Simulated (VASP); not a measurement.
# SiC (P-6m2) in VASP: a series of runs

Runs on SiC. Level: PBE. Tasks: single point, relaxation of cell and atoms.

Program: VASP 6.6.1. These are calculated values, not measurements. Logs are shortened: lines on timing, memory, paths and dates and some standing lists are left out, and cuts for length are marked.

### 1 The cell of the first run

It takes space group P-6m2 (No. 187, hexagonal). Conventional cell: a = 2.905 Å, b = 2.905 Å, c = 2.496 Å, α = 90.00°, β = 90.00°, γ = 120.00°. Si (site symmetry -6m2) has 6 C at 2.09 Å and 2 Si at 2.50 Å within 2.8 Å. C (site symmetry -6m2) has 6 Si at 2.09 Å and 2 C at 2.50 Å within 2.8 Å.

### 2 Single point, PBE

File INCAR:

```
SYSTEM = SiC
PREC = Accurate
ENCUT = 520
EDIFF = 1E-6
ISMEAR = 0
SIGMA = 0.1
LREAL = .FALSE.
LASPH = .TRUE.
NELM = 80
ALGO = Normal
ISIF = 2
LWAVE = .FALSE.
LCHARG = .FALSE.
GGA = PE
NBANDS = 11
```

File KPOINTS:

```
Automatic mesh
0
G
  6 6 4
  0 0 0
```

File POSCAR:

```
SiC
1.0
    2.9050507638      0.0000000031      0.0000000000
   -1.4525253845      2.5158477592      0.0000000000
    0.0000000000      0.0000000000      2.4959908799
Si C
1 1
Direct
    0.3333333333      0.6666666667      0.5000000000
    0.6666666667      0.3333333333      0.0000000000
```

Potentials or basis: VASP PAW PBE potentials, release 64 (Si, C).

On the command line:

```bash
$ cat potpaw_PBE.64/Si/POTCAR potpaw_PBE.64/C/POTCAR > POTCAR
$ mpirun -np 1 vasp_std > vasp.out
```

OUTCAR:

```text
SYSTEM = SiC
   PREC = Accurate
   ENCUT = 520
   EDIFF = 1E-6
   ISMEAR = 0
   LREAL = .FALSE.
   LASPH = .TRUE.
   NELM = 80
   ISIF = 2
   GGA = PE

 ion  position               nearest neighbor table
   1  0.333  0.667  0.500-   2 2.09   2 2.09   2 2.09   2 2.09   2 2.09   2 2.09
   2  0.667  0.333  0.000-   1 2.09   1 2.09   1 2.09   1 2.09   1 2.09   1 2.09

  LATTYP: Found a hexagonal cell.
 ALAT       =     2.9050507638
 C/A-ratio  =     0.8591901081

  Lattice vectors:

 A1 = (   2.9050507638,   0.0000000031,   0.0000000000)
 A2 = (  -1.4525253845,   2.5158477592,   0.0000000000)
 A3 = (   0.0000000000,   0.0000000000,   2.4959908799)

Analysis of symmetry for initial positions (statically):
=====================================================================
 Subroutine PRICEL returns:
 Original cell was already a primitive cell.

 Routine SETGRP: Setting up the symmetry group for a
 hexagonal supercell.

 Subroutine GETGRP returns: Found 12 space group operations
 (whereof 12 operations were pure point group operations)
 out of a pool of 24 trial point group operations.

The static configuration has the point symmetry D_3h.

Analysis of symmetry for dynamics (positions and initial velocities):
=====================================================================
 Subroutine PRICEL returns:
 Original cell was already a primitive cell.

 Routine SETGRP: Setting up the symmetry group for a
 hexagonal supercell.

 Subroutine GETGRP returns: Found 12 space group operations
 (whereof 12 operations were pure point group operations)
 out of a pool of 24 trial point group operations.

The dynamic configuration has the point symmetry D_3h.

 Subroutine INISYM returns: Found 12 space group operations
 (whereof 12 operations are pure point group operations),
 and found     1 'primitive' translations

----------------------------------------------------------------------------------------

                                     Primitive cell

  volume of cell :      18.2424

  direct lattice vectors                    reciprocal lattice vectors
     2.905050764  0.000000003  0.000000000     0.344228064  0.198740166  0.000000000
    -1.452525384  2.515847759  0.000000000    -0.000000000  0.397480331  0.000000000
     0.000000000  0.000000000  2.495990880     0.000000000  0.000000000  0.400642490

  length of vectors
     2.905050764  2.905050764  2.495990880     0.397480331  0.397480331  0.400642490

  position of ions in fractional coordinates (direct lattice)
     0.333333333  0.666666667  0.500000000
     0.666666667  0.333333333  0.000000000

  ion indices of the primitive-cell ions
   primitive index   ion index
                 1           1
                 2           2

----------------------------------------------------------------------------------------

 KPOINTS: Automatic mesh

Automatic generation of k-mesh.
 Grid dimensions read from file:
 generate k-points for:    6    6    4

 Generating k-lattice:

  Cartesian coordinates                     Fractional coordinates (reciprocal lattice)
     0.057371344  0.033123361  0.000000000     0.166666667  0.000000000  0.000000000
    -0.000000000  0.066246722  0.000000000    -0.000000000  0.166666667  0.000000000
     0.000000000  0.000000000  0.100160622     0.000000000  0.000000000  0.250000000

  Length of vectors
     0.066246722  0.066246722  0.100160622

  Shift w.r.t. Gamma in fractional coordinates (k-lattice)
     0.000000000  0.000000000  0.000000000

 Subroutine IBZKPT returns following result:
 ===========================================

 Found     21 irreducible k-points:

 Following reciprocal coordinates:
            Coordinates               Weight
  0.000000  0.000000  0.000000      1.000000
  0.166667  0.000000  0.000000      6.000000
  0.333333  0.000000  0.000000      6.000000
  0.500000  0.000000  0.000000      3.000000
  0.166667  0.166667  0.000000      6.000000
  0.333333  0.166667  0.000000     12.000000
[... 13 lines left out ...]
  0.333333  0.166667  0.500000     12.000000
  0.333333  0.333333  0.500000      2.000000
   k-points           NKPTS =     21   k-points in BZ     NKDIM =     21   number of bands    NBANDS=     11
   number of dos      NEDOS =    301   number of ions     NIONS =      2
   total plane-waves  NPLWV =  11520
   dimension x,y,z NGX =    24 NGY =   24 NGZ =   20
   dimension x,y,z NGXF=    48 NGYF=   48 NGZF=   40
   ions per type =               1   1
   NGX,Y,Z   is equivalent  to a cutoff of  13.73, 13.73, 13.32 a.u.
   NGXF,Y,Z  is equivalent  to a cutoff of  27.47, 27.47, 26.64 a.u.
 SYSTEM =  SiC
   PREC   = accura    normal or accurate (medium, high low for compatibility)
   ISTART =      0    job   : 0-new  1-cont  2-samecut
   ICHARG =      2    charge: 1-file 2-atom 10-const
   ISPIN  =      1    spin polarized calculation?
   LNONCOLLINEAR =      F non collinear calculations
   LSORBIT =      F    spin-orbit coupling
   LASPH  =      T    aspherical Exc in radial PAW
   ENCUT  =  520.0 eV  38.22 Ry    6.18 a.u.   5.40  5.40  4.64*2*pi/ulx,y,z
   NELM   =     80;   NELMIN=  2; NELMDL= -5     # of ELM steps
   EDIFF  = 0.1E-05   stopping-criterion for ELM
   LREAL  =      F    real-space projection
   EDIFFG = 0.1E-04   stopping-criterion for IOM
   NSW    =      0    number of steps for IOM
   IBRION =     -1    ionic relax: 0-MD 1-quasi-New 2-CG
   NFREE  =      0    steps in history (QN), initial steepest desc. (CG)
   ISIF   =      2    stress and relaxation
   ISYM   =      2    0-nonsym 1-usesym 2-fastsym
   POTIM  = 0.5000    time-step for ionic-motion
   TEBEG  =    0.0;   TEEND  =   0.0 temperature during run
   PSTRESS=    0.0 pullay stress
   NELECT =       8.0000    total number of electrons
   NUPDOWN=      -1.0000    fix difference up-down
   EMIN   =  10.00;   EMAX   =-10.00  energy-range for DOS
   EFERMI =   0.00;   METHOD = LEGACY
   ISMEAR =     0;   SIGMA  =   0.10  broadening in eV -4-tet -1-fermi 0-gaus
   EFERMI_NEDOS =   21; number of points for ismear=-14 and -15
   IALGO  =     38    algorithm
   IMIX   =      4    mixing-type and parameters
     AMIX     =   0.40;   BMIX     =  1.00
     AMIX_MAG =   1.60;   BMIX_MAG =  1.00
  volume/ion in A,a.u.               =       9.12        61.55
  Fermi-wavevector in a.u.,A,eV,Ry     =   1.243783  2.350408 21.048146  1.546995
  Thomas-Fermi vector in A             =   2.378078
   LORBIT       =      0    0 simple, 1 ext, 2 COOP (PROOUT), +10 PAW based schemes
   GGA     = PE    functional components
   LHFCALC =     F    Hartree Fock is set to
   AEXX    =    0.0000 exact exchange contribution
   IVDW    =     0    specifies the selected vdW correction
   LEPSILON=     F    determine dielectric tensor
   LRPA    =     F    only Hartree local field effects (RPA)
 non-spin polarized calculation
 Gauss-broadening in eV      SIGMA  =   0.10
  energy-cutoff  :      520.00
  volume of cell :       18.24
 maximum number of plane-waves:       514
 NGX is ok and might be reduce to    24
   NGX = 11   NGY = 11   NGZ =  9

 number of electron       8.0000001 magnetization

 Free energy of the ion-electron system (eV)
  ---------------------------------------------------
  ext. energy  EPLUGINS =         0.00000000
  ---------------------------------------------------
  free energy    TOTEN  =       -12.58109977 eV

  energy without entropy =      -12.58093383  energy(sigma->0) =      -12.58101680

 E-fermi :  11.8748     XC(G=0): -12.2458

 val. band max:       11.6916240500   @ k =   0.1667   0.1667   0.5000
 cond. band min:      12.0513301428   @ k =   0.0000   0.0000   0.5000
 fundamental gap:      0.3597060928
 Fermi energy:        11.8747807881

 k-point     1 :       0.0000    0.0000    0.0000
  band No.  band energies     occupation
      1      -6.6099      2.00000
      2       9.6967      2.00000
      3       9.6967      2.00000
      4      11.1428      2.00000
      5      14.8795      0.00000
      6      16.8461      0.00000
      7      17.0231      0.00000
      8      17.0231      0.00000
      9      24.3676      0.00000
     10      26.8881      0.00000
     11      30.2506      0.00000

 k-point     2 :       0.1667    0.0000    0.0000
  band No.  band energies     occupation
      1      -6.0461      2.00000
      2       6.8510      2.00000
      3       8.8825      2.00000
      4      11.4825      2.00000
      5      14.5246      0.00000
      6      16.8582      0.00000
      7      18.7409      0.00000
      8      19.3858      0.00000
      9      25.3536      0.00000
     10      26.2336      0.00000
     11      30.0312      0.00000

 k-point     3 :       0.3333    0.0000    0.0000
  band No.  band energies     occupation
      1      -4.4164      2.00000
      2       2.6583      2.00000
      3       7.7461      2.00000
      4      12.3018      0.00000
      5      12.8724      0.00000
      6      18.8480      0.00000
      7      22.0590      0.00000
      8      22.3375      0.00000
      9      22.7832      0.00000
     10      26.0950      0.00000
     11      30.2069      0.00000

 k-point     4 :       0.5000    0.0000    0.0000
  band No.  band energies     occupation
      1      -2.6320      2.00000
      2      -0.0660      2.00000
      3       7.3034      2.00000
      4      12.2890      0.00000
      5      12.8232      0.00000
      6      20.5339      0.00000
      7      21.5497      0.00000
      8      21.8599      0.00000
      9      23.7765      0.00000
     10      27.2056      0.00000
     11      30.1812      0.00000
[... 197 lines left out ...]
 k-point    19 :       0.1667    0.1667    0.5000
  band No.  band energies     occupation
      1      -0.5323      2.00000
      2       1.1841      2.00000
      3       7.6828      2.00000
      4      10.0057      2.00000
      5      11.6916      1.99041
      6      14.3216      0.00000
      7      19.3395      0.00000
      8      21.3493      0.00000
      9      23.4590      0.00000
     10      25.4827      0.00000
     11      27.9818      0.00000

 k-point    20 :       0.3333    0.1667    0.5000
  band No.  band energies     occupation
      1       1.2284      2.00000
      2       2.9457      2.00000
      3       4.9289      2.00000
      4       8.5748      2.00000
      5       8.7209      2.00000
      6      12.4651      0.00000
      7      19.5227      0.00000
      8      21.6319      0.00000
      9      25.7972      0.00000
     10      28.5332      0.00000
     11      30.5232      0.00000

 k-point    21 :       0.3333    0.3333    0.5000
  band No.  band energies     occupation
      1       2.3563      2.00000
      2       3.8194      2.00000
      3       4.2703      2.00000
      4       7.1247      2.00000
      5       8.8841      2.00000
      6       9.6512      2.00000
      7      21.3732      0.00000
      8      24.4564      0.00000
      9      26.2219      0.00000
     10      27.9547      0.00000
     11      29.3572      0.00000

------------------------ aborting loop because EDIFF is reached ----------------------------------------

  FORCE on cell =-STRESS in cart. coord.  units (eV):
  Direction    XX          YY          ZZ          XY          YZ          ZX
  --------------------------------------------------------------------------------------
  -------------------------------------------------------------------------------------
  Total        0.0431803      0.0431803     -0.0195422      0.0000000     -0.0000000      0.0000000
  in kB        3.7924087      3.7924087     -1.7163426      0.0000000     -0.0000000      0.0000000
  external PRESSURE =       1.9561583 kB  Pullay stress =       0.0000000 kB

 VOLUME and BASIS-vectors are now :
 -----------------------------------------------------------------------------
  energy-cutoff  :      520.00
  volume of cell :       18.24
      direct lattice vectors                 reciprocal lattice vectors
     2.905050764  0.000000003  0.000000000     0.344228064  0.198740166  0.000000000
    -1.452525384  2.515847759  0.000000000    -0.000000000  0.397480331  0.000000000
     0.000000000  0.000000000  2.495990880     0.000000000  0.000000000  0.400642490

 POSITION                                       TOTAL-FORCE (eV/Angst)
 -----------------------------------------------------------------------------------
     -0.00000      1.67723      1.24800        -0.000000      0.000000      0.000000
      1.45253      0.83862      0.00000         0.000000     -0.000000      0.000000
 -----------------------------------------------------------------------------------
    total drift:                               -0.000000      0.000000      0.000000

  FREE ENERGIE OF THE ION-ELECTRON SYSTEM (eV)
  ---------------------------------------------------
  free  energy   TOTEN  =       -12.5810997736 eV

  energy  without entropy=      -12.5809338332  energy(sigma->0) =      -12.58101680
```

Run time: 6.3 s. Hardware: 1 thread of AMD EPYC 7R43 (Zen 3), shared host; peak memory 0.09 GiB.

What came out:

| Item | Value |
| --- | --- |
| Free energy | -12.5811 eV |
| Pressure | 0.2 GPa |
| Band gap on the k mesh | zero (band 4 reaches 13.08 eV, above the bottom of band 5 at 8.72 eV) |

Caveat: the k points lie up to 0.63 Å⁻¹ apart.

(Continued in part 2 of 2.)
